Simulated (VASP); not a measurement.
## S: relaxation of cell and atoms with PBEsol

Crystal: S.

```
S
1.0
    -2.96487    2.96487    1.61739
     2.96487   -2.96487    1.61739
     2.96487    2.96487   -1.61739
S
2
Direct
  0.00000 0.00000 0.00000
  0.75000 0.25000 0.50000
```

* Program: VASP 6.6.1
* Task: relaxation of cell and atoms
* Functional: PBEsol
* Potentials or basis: VASP PAW PBE potentials, release 64 (S)
* Cutoff: 600 eV
* k mesh: 6 × 6 × 6
* Occupations: gaussian, width 0.1 eV
* Spin: no spin polarisation
* Dipole correction: no
* Further INCAR settings: ALGO = Normal; EDIFF = 1e-06; IBRION = 2; EDIFFG = -0.04; NSW = 90; ISIF = 3

| Property | Result |
| --- | --- |
| Relaxed volume | 16.79 Å³/atom |
| Relaxed cell | a = 3.734 Å, b = 3.734 Å, c = 3.734 Å, α = 98.09°, β = 98.09°, γ = 135.94° |
| Space group after relaxing (to 0.05 Å) | I4_1/amd (No. 141) |
| Energy gained by relaxing | 914.4 meV/atom |
| Ionic steps | 4 |
| Pressure after relaxing | 0.0 GPa |
| Band gap on the k mesh | zero (band 6 reaches 8.56 eV, above the bottom of band 7 at 6.50 eV) |

Stress tensor (GPa, compression positive):
```
-0.10  0.00  0.00
 0.00 -0.10  0.00
 0.00  0.00  0.34
```

Step by step:
| step | energy change (eV) | largest force (eV/Å) | pressure (GPa) | volume (Å³) |
| --- | --- | --- | --- | --- |
| 1 | 0.0000 | 0.0000 | -14.88 | 56.87 |
| 2 | -1.7059 | 0.0000 | -8.49 | 37.77 |
| 3 | -1.8268 | 0.0000 | -1.21 | 34.10 |
| 4 | -1.8288 | 0.0000 | 0.05 | 33.57 |

Final structure:
```
S
1.0
    -2.44784    2.44784    1.40083
     2.44784   -2.44784    1.40083
     2.44784    2.44784   -1.40083
S
2
Direct
  0.00000 0.00000 0.00000
  0.75000 0.25000 0.50000
```

Levels at points of the mesh, in eV from the Fermi level:
```tsv
k point	band 3	band 4	band 5	band 6	band 7	band 8	band 9	band 10
(0.00, 0.00, 0.00)	-5.47	-5.47	1.15	1.28	1.95	1.95	2.75	9.18
(0.50, 0.00, 0.00)	-6.49	-5.12	-4.94	-1.25	-0.01	0.14	6.81	7.54
(0.50, 0.50, 0.00)	-3.13	-3.13	-2.25	-2.25	1.32	1.32	7.86	7.86
(0.50, 0.50, 0.50)	-8.15	-8.15	0.48	0.48	3.75	3.75	10.08	10.08
```

It took 34 s on 1 thread of Intel(R) Xeon(R) Platinum 8559C (Emerald Rapids), with other jobs on the host, peak memory 0.21 GiB.

Caveat: the k points lie up to 0.43 Å⁻¹ apart in the final cell; the volume moved by over 15 % at a fixed basis, so the end points are rough; the PAW data sets were made with another functional, which shifts forces and pressure a little.
